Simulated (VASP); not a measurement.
# SiO2 (P4_2/mnm) in VASP: a series of runs, part 2 of 3

VASP 6.6.1. The steps go on from the part before.

## 3. Single point, LDA

This run uses another cell than the first one, of 7.20 Å³/atom, 1.031 times its volume.

INCAR reads:

```
ALGO = Normal
EDIFF = 1E-6
ENCUT = 910
GGA_COMPAT = F
ISIF = 2
ISMEAR = 0
LASPH = T
LCHARG = F
LREAL = F
LWAVE = F
NBANDS = 25
NELM = 120
PREC = Accurate
SIGMA = 0.05
```

KPOINTS reads:

```
k-points
0
Gamma
  6 6 8
```

POSCAR reads:

```
SiO2
1.0
    4.1302000000      0.0000000000      0.0000000000
    0.0000000000      4.1302000000      0.0000000000
    0.0000000000      0.0000000000      2.5336000000
Si O
2 4
Direct
    0.5000000000      0.5000000000      0.5000000000
    0.0000000000      0.0000000000      0.0000000000
    0.6944252994      0.6944252994      0.0000000000
    0.1944252994      0.8055747006      0.5000000000
    0.3055747006      0.3055747006      0.0000000000
    0.8055747006      0.1944252994      0.5000000000
```

Potentials or basis: VASP PAW LDA potentials, release 64 (Si, O_h).

Started as:

```console
cat potpaw_LDA.64/Si/POTCAR potpaw_LDA.64/O_h/POTCAR > POTCAR
mpirun -np 1 vasp_std > vasp.out
```

OUTCAR:

```text
EDIFF = 1E-6
   ENCUT = 910
   ISIF = 2
   ISMEAR = 0
   LASPH = T
   LREAL = F
   NELM = 120
   PREC = Accurate

 ion  position               nearest neighbor table
   1  0.500  0.500  0.500-   3 1.70   5 1.70   3 1.70   5 1.70   4 1.78   6 1.78
   2  0.000  0.000  0.000-   4 1.70   6 1.70   4 1.70   6 1.70   5 1.78   3 1.78
   3  0.694  0.694  0.000-   1 1.70   1 1.70   2 1.78
   4  0.194  0.806  0.500-   2 1.70   2 1.70   1 1.78
   5  0.306  0.306  0.000-   1 1.70   1 1.70   2 1.78
   6  0.806  0.194  0.500-   2 1.70   2 1.70   1 1.78

  LATTYP: Found a simple tetragonal cell.
 ALAT       =     4.1302000000
 C/A-ratio  =     0.6134327635

  Lattice vectors:

 A1 = (   4.1302000000,   0.0000000000,   0.0000000000)
 A2 = (   0.0000000000,   4.1302000000,   0.0000000000)
 A3 = (   0.0000000000,   0.0000000000,   2.5336000000)

Analysis of symmetry for initial positions (statically):
=====================================================================
 Subroutine PRICEL returns:
 Original cell was already a primitive cell.

 Routine SETGRP: Setting up the symmetry group for a
 simple tetragonal supercell.

 Subroutine GETGRP returns: Found 16 space group operations
 (whereof  8 operations were pure point group operations)
 out of a pool of 16 trial point group operations.

The static configuration has the point symmetry D_2h.
 The point group associated with its full space group is D_4h.

Analysis of symmetry for dynamics (positions and initial velocities):
=====================================================================
 Subroutine PRICEL returns:
 Original cell was already a primitive cell.

 Routine SETGRP: Setting up the symmetry group for a
 simple tetragonal supercell.

 Subroutine GETGRP returns: Found 16 space group operations
 (whereof  8 operations were pure point group operations)
 out of a pool of 16 trial point group operations.

[... 125 lines left out ...]
   EFERMI_NEDOS =   21; number of points for ismear=-14 and -15
   IALGO  =     38    algorithm
   IMIX   =      4    mixing-type and parameters
     AMIX     =   0.40;   BMIX     =  1.00
     AMIX_MAG =   1.60;   BMIX_MAG =  1.00
  volume/ion in A,a.u.               =       7.20        48.61
  Fermi-wavevector in a.u.,A,eV,Ry     =   1.481033  2.798747 29.843820  2.193459
  Thomas-Fermi vector in A             =   2.594993
   LORBIT       =      0    0 simple, 1 ext, 2 COOP (PROOUT), +10 PAW based schemes
   GGA     = CA    functional components
   LHFCALC =     F    Hartree Fock is set to
   AEXX    =    0.0000 exact exchange contribution
   IVDW    =     0    specifies the selected vdW correction
   LEPSILON=     F    determine dielectric tensor
   LRPA    =     F    only Hartree local field effects (RPA)
 non-spin polarized calculation
 Gauss-broadening in eV      SIGMA  =   0.05
  energy-cutoff  :      910.00
  volume of cell :       43.22
 maximum number of plane-waves:      2748
 NGX is ok and might be reduce to    42
   NGX = 21   NGY = 21   NGZ = 13

 number of electron      32.0000000 magnetization

 Free energy of the ion-electron system (eV)
  ---------------------------------------------------
  ext. energy  EPLUGINS =         0.00000000
  ---------------------------------------------------
  free energy    TOTEN  =       -51.68923818 eV

  energy without entropy =      -51.68923818  energy(sigma->0) =      -51.68923818

 E-fermi :  10.1172     XC(G=0): -13.1137

 val. band max:        9.8051081775   @ k =   0.0000   0.0000   0.0000
 cond. band min:      16.9249216836   @ k =   0.0000   0.0000   0.0000
 fundamental gap:      7.1198135061
 Fermi energy:        10.1171859206

 k-point     1 :       0.0000    0.0000    0.0000
  band No.  band energies     occupation
      1     -13.4246      2.00000
      2      -9.3912      2.00000
      3      -9.3912      2.00000
      4      -9.1911      2.00000
      5      -1.5612      2.00000
      6       2.6593      2.00000
[... 661 lines left out ...]
     24      23.3870      0.00000
     25      23.9962      0.00000

 [... further k-points ...]
[... 5 lines left out ...]
  --------------------------------------------------------------------------------------
  -------------------------------------------------------------------------------------
  Total        4.4627707      4.4627707     12.6757404      0.0000000      0.0000000      0.0000000
  in kB      165.4378739    165.4378739    469.8981144      0.0000000      0.0000000      0.0000000
  external PRESSURE =     266.9246207 kB  Pullay stress =       0.0000000 kB

 VOLUME and BASIS-vectors are now :
 -----------------------------------------------------------------------------
  energy-cutoff  :      910.00
  volume of cell :       43.22
      direct lattice vectors                 reciprocal lattice vectors
     4.130200000  0.000000000  0.000000000     0.242119026  0.000000000  0.000000000
     0.000000000  4.130200000  0.000000000     0.000000000  0.242119026  0.000000000
     0.000000000  0.000000000  2.533600000     0.000000000  0.000000000  0.394695295

 POSITION                                       TOTAL-FORCE (eV/Angst)
 -----------------------------------------------------------------------------------
      2.06510      2.06510      1.26680         0.000000     -0.000000     -0.000000
      0.00000      0.00000      0.00000         0.000000     -0.000000     -0.000000
      2.86812      2.86812      0.00000         0.232653      0.232653     -0.000000
      0.80302      3.32718      1.26680         0.232653     -0.232653     -0.000000
      1.26208      1.26208      0.00000        -0.232653     -0.232653      0.000000
      3.32718      0.80302      1.26680        -0.232653      0.232653     -0.000000
 -----------------------------------------------------------------------------------
    total drift:                                0.000000     -0.000000      0.000000

  FREE ENERGIE OF THE ION-ELECTRON SYSTEM (eV)
  ---------------------------------------------------
  free  energy   TOTEN  =       -51.6892381808 eV

  energy  without entropy=      -51.6892381808  energy(sigma->0) =      -51.68923818
```

OSZICAR:

```text
N       E                     dE             d eps       ncg     rms          rms(c)
DAV:   1     0.245343836068E+03    0.24534E+03   -0.25079E+04  2500   0.198E+03
DAV:   2    -0.381226640771E+02   -0.28347E+03   -0.26482E+03  3550   0.363E+02
DAV:   3    -0.564912648422E+02   -0.18369E+02   -0.18218E+02  3341   0.922E+01
DAV:   4    -0.567054049812E+02   -0.21414E+00   -0.21382E+00  3166   0.105E+01
DAV:   5    -0.567094596623E+02   -0.40547E-02   -0.40520E-02  3360   0.138E+00    0.200E+01
DAV:   6    -0.518121477224E+02    0.48973E+01   -0.13087E+01  3307   0.244E+01    0.979E+00
DAV:   7    -0.517270368867E+02    0.85111E-01   -0.79458E-01  3157   0.540E+00    0.328E+00
DAV:   8    -0.516946495671E+02    0.32387E-01   -0.30839E-02  3288   0.184E+00    0.116E+00
DAV:   9    -0.516892344929E+02    0.54151E-02   -0.58499E-03  3201   0.715E-01    0.199E-01
DAV:  10    -0.516892462632E+02   -0.11770E-04   -0.46703E-04  3221   0.164E-01    0.703E-02
DAV:  11    -0.516892389785E+02    0.72847E-05   -0.34410E-05  3237   0.478E-02    0.308E-02
DAV:  12    -0.516892381808E+02    0.79771E-06   -0.50882E-06  3165   0.156E-02
   1 F= -.51689238E+02 E0= -.51689238E+02  d E =-.118084E-20
```

Run time: 47 s. Hardware: 1 thread of Intel Xeon 6975P-C (Granite Rapids), shared host; peak memory 0.23 GiB.

What came out:

| Quantity | Value |
| --- | --- |
| Free energy | -51.6892 eV |
| Pressure | 26.7 GPa |
| Largest force | 0.329 eV/Å |
| Band gap on the k mesh | 7.12 eV, direct |

Forces in eV/Å, atoms in the order of the input:
```
Si   0.000  0.000  0.000
Si   0.000  0.000  0.000
O    0.233  0.233  0.000
O    0.233 -0.233  0.000
O   -0.233 -0.233  0.000
O   -0.233  0.233  0.000
```

Levels at points of the mesh, in eV from the valence-band top:
| k point | band 13 | band 14 | band 15 | band 16 | band 17 | band 18 | band 19 | band 20 |
| --- | --- | --- | --- | --- | --- | --- | --- | --- |
| (0.00, 0.00, 0.00) | -2.36 | -0.98 | -0.98 | 0.00 | 7.12 | 7.40 | 9.58 | 9.58 |
| (0.50, 0.00, 0.00) | -2.65 | -2.65 | -1.20 | -1.20 | 9.03 | 9.03 | 9.99 | 9.99 |
| (0.50, 0.50, 0.00) | -2.78 | -2.78 | -2.71 | -2.71 | 8.58 | 8.58 | 11.02 | 11.02 |
| (0.00, 0.00, 0.50) | -3.38 | -3.38 | -2.99 | -2.99 | 9.83 | 9.83 | 13.11 | 13.11 |
| (0.50, 0.00, 0.50) | -2.57 | -2.57 | -1.98 | -1.98 | 9.24 | 9.24 | 10.19 | 10.19 |
| (0.50, 0.50, 0.50) | -2.01 | -2.01 | -1.74 | -1.74 | 7.82 | 7.82 | 11.21 | 11.21 |

Caveat: the cutoff is under 1.25 times the usual one of these potentials, so pressure, stress and relaxed cells hold a basis-set (Pulay) error.

## 4. Single point, LDA

This run uses another cell than the first one, of 7.17 Å³/atom, 1.027 times its volume.

INCAR reads:

```
SYSTEM = SiO2
PREC = Accurate
ENCUT = 910
EDIFF = 1E-6
ISMEAR = 0
SIGMA = 0.05
LREAL = .False.
LASPH = .True.
NELM = 120
ALGO = Normal
ISIF = 2
LWAVE = .False.
LCHARG = .False.
NBANDS = 25
GGA_COMPAT = .False.
```

KPOINTS reads:

```
Automatic mesh
0
Gamma
  6 6 8
  0 0 0
```

POSCAR: that of step 3 with these lines changed.

```diff
@@ -2,5 +2,5 @@
 1.0
-    4.1302000000      0.0000000000      0.0000000000
-    0.0000000000      4.1302000000      0.0000000000
-    0.0000000000      0.0000000000      2.5336000000
+    4.2299000000      0.0000000000      0.0000000000
+    0.0000000000      4.2299000000      0.0000000000
+    0.0000000000      0.0000000000      2.4058000000
 Si O
```

Potentials or basis: VASP PAW LDA potentials, release 64 (Si, O_h).

Started as:

```console
cat potpaw_LDA.64/Si/POTCAR potpaw_LDA.64/O_h/POTCAR > POTCAR
mpirun -np 1 vasp_std > vasp.out
```

OUTCAR:

```text
SYSTEM = SiO2
   PREC = Accurate
   ENCUT = 910
   EDIFF = 1E-6
   ISMEAR = 0
   LREAL = .False.
   LASPH = .True.
   NELM = 120
   ISIF = 2

 ion  position               nearest neighbor table
   1  0.500  0.500  0.500-   3 1.67   5 1.67   3 1.67   5 1.67   4 1.83   6 1.83
   2  0.000  0.000  0.000-   4 1.67   6 1.67   4 1.67   6 1.67   5 1.83   3 1.83
   3  0.694  0.694  0.000-   1 1.67   1 1.67   2 1.83
   4  0.194  0.806  0.500-   2 1.67   2 1.67   1 1.83
   5  0.306  0.306  0.000-   1 1.67   1 1.67   2 1.83
   6  0.806  0.194  0.500-   2 1.67   2 1.67   1 1.83
[... 882 lines left out ...]
  -------------------------------------------------------------------------------------
  Total        2.1819100      2.1819100     24.3102018     -0.0000000      0.0000000      0.0000000
  in kB       81.2134000     81.2134000    904.8559045     -0.0000000      0.0000000      0.0000000
  external PRESSURE =     355.7609015 kB  Pullay stress =       0.0000000 kB

 VOLUME and BASIS-vectors are now :
 -----------------------------------------------------------------------------
  energy-cutoff  :      910.00
  volume of cell :       43.04
      direct lattice vectors                 reciprocal lattice vectors
     4.229900000  0.000000000  0.000000000     0.236412208  0.000000000  0.000000000
     0.000000000  4.229900000  0.000000000     0.000000000  0.236412208  0.000000000
     0.000000000  0.000000000  2.405800000     0.000000000  0.000000000  0.415662150

 POSITION                                       TOTAL-FORCE (eV/Angst)
 -----------------------------------------------------------------------------------
      2.11495      2.11495      1.20290         0.000000      0.000000     -0.000000
      0.00000      0.00000      0.00000         0.000000      0.000000     -0.000000
      2.93735      2.93735      0.00000         0.070286      0.070286     -0.000000
      0.82240      3.40750      1.20290         0.070286     -0.070286      0.000000
      1.29255      1.29255      0.00000        -0.070286     -0.070286      0.000000
      3.40750      0.82240      1.20290        -0.070286      0.070286     -0.000000
 -----------------------------------------------------------------------------------
    total drift:                                0.000000     -0.000000      0.000000

  FREE ENERGIE OF THE ION-ELECTRON SYSTEM (eV)
  ---------------------------------------------------
  free  energy   TOTEN  =       -50.9007155185 eV

  energy  without entropy=      -50.9007155185  energy(sigma->0) =      -50.90071552
```

OSZICAR:

```text
N       E                     dE             d eps       ncg     rms          rms(c)
DAV:   1     0.249548857686E+03    0.24955E+03   -0.25019E+04  2500   0.197E+03
DAV:   2    -0.372694549159E+02   -0.28682E+03   -0.26769E+03  3505   0.364E+02
DAV:   3    -0.557713303966E+02   -0.18502E+02   -0.18355E+02  3356   0.930E+01
DAV:   4    -0.559832186154E+02   -0.21189E+00   -0.21157E+00  3134   0.105E+01
DAV:   5    -0.559870512371E+02   -0.38326E-02   -0.38297E-02  3316   0.136E+00    0.206E+01
DAV:   6    -0.510441507259E+02    0.49429E+01   -0.12819E+01  3268   0.245E+01    0.102E+01
DAV:   7    -0.509421919395E+02    0.10196E+00   -0.86791E-01  3311   0.564E+00    0.338E+00
DAV:   8    -0.509061839620E+02    0.36008E-01   -0.37186E-02  3250   0.197E+00    0.115E+00
DAV:   9    -0.509007358018E+02    0.54482E-02   -0.71841E-03  3318   0.744E-01    0.199E-01
DAV:  10    -0.509007226717E+02    0.13130E-04   -0.69510E-04  3179   0.201E-01    0.622E-02
DAV:  11    -0.509007169150E+02    0.57568E-05   -0.43470E-05  3325   0.519E-02    0.370E-02
DAV:  12    -0.509007154211E+02    0.14939E-05   -0.70468E-06  3220   0.190E-02    0.105E-02
DAV:  13    -0.509007155185E+02   -0.97421E-07   -0.58451E-07  2114   0.528E-03
   1 F= -.50900716E+02 E0= -.50900716E+02  d E =-.220846E-20
```

stdout:

```text
POSCAR found type information on POSCAR SiO
 POSCAR found :  2 types and       6 ions
 scaLAPACK will be used
 LDA part: xc-table for (Slater(with rela. corr.)+CA(PZ))
 , standard interpolation
 POSCAR, INCAR and KPOINTS ok, starting setup
 FFT: planning ... GRIDC
 FFT: planning ... GRID_SOFT
 FFT: planning ... GRID
 WAVECAR not read
 entering main loop
```

It took 77 s on 1 thread of Intel Xeon Platinum 8259CL at 2.50GHz (Skylake/Cascade Lake), shared host; peak memory 0.22 GiB.

Results:

| Quantity | Value |
| --- | --- |
| Free energy | -50.9007 eV |
| Pressure | 35.6 GPa |
| Largest force | 0.099 eV/Å |
| Band gap on the k mesh | 7.12 eV, direct |

Forces on the atoms (eV/Å):
```
Si   0.000  0.000  0.000
Si   0.000  0.000  0.000
O    0.070  0.070  0.000
O    0.070 -0.070  0.000
O   -0.070 -0.070  0.000
O   -0.070  0.070  0.000
```

Stress tensor (GPa, compression positive):
```
 8.12  0.00  0.00
 0.00  8.12  0.00
 0.00  0.00 90.49
```

Levels at points of the mesh, in eV from the valence-band top:
| k point | band 12 | band 13 | band 14 | band 15 | band 16 | band 17 | band 18 | band 19 | band 20 | band 21 |
| --- | --- | --- | --- | --- | --- | --- | --- | --- | --- | --- |
| (0.00, 0.00, 0.00) | -2.40 | -1.70 | -1.01 | -1.01 | 0.00 | 7.12 | 8.95 | 10.65 | 10.65 | 10.96 |
| (0.50, 0.00, 0.00) | -3.33 | -2.00 | -2.00 | -1.25 | -1.25 | 9.35 | 9.35 | 10.70 | 10.70 | 11.55 |
| (0.50, 0.50, 0.00) | -2.87 | -2.56 | -2.56 | -2.49 | -2.49 | 9.31 | 9.31 | 11.41 | 11.41 | 13.14 |
| (0.00, 0.00, 0.50) | -5.00 | -2.98 | -2.98 | -2.86 | -2.86 | 9.82 | 9.82 | 12.62 | 12.62 | 12.97 |
| (0.50, 0.00, 0.50) | -4.29 | -2.56 | -2.56 | -1.83 | -1.83 | 9.19 | 9.19 | 9.68 | 9.68 | 12.35 |
| (0.50, 0.50, 0.50) | -4.91 | -2.05 | -2.05 | -1.61 | -1.61 | 7.65 | 7.65 | 11.14 | 11.14 | 11.30 |

Caveat: the cutoff is under 1.25 times the usual one of these potentials, so pressure, stress and relaxed cells hold a basis-set (Pulay) error. A k mesh can miss the band edges.

(Continued in part 3 of 3.)
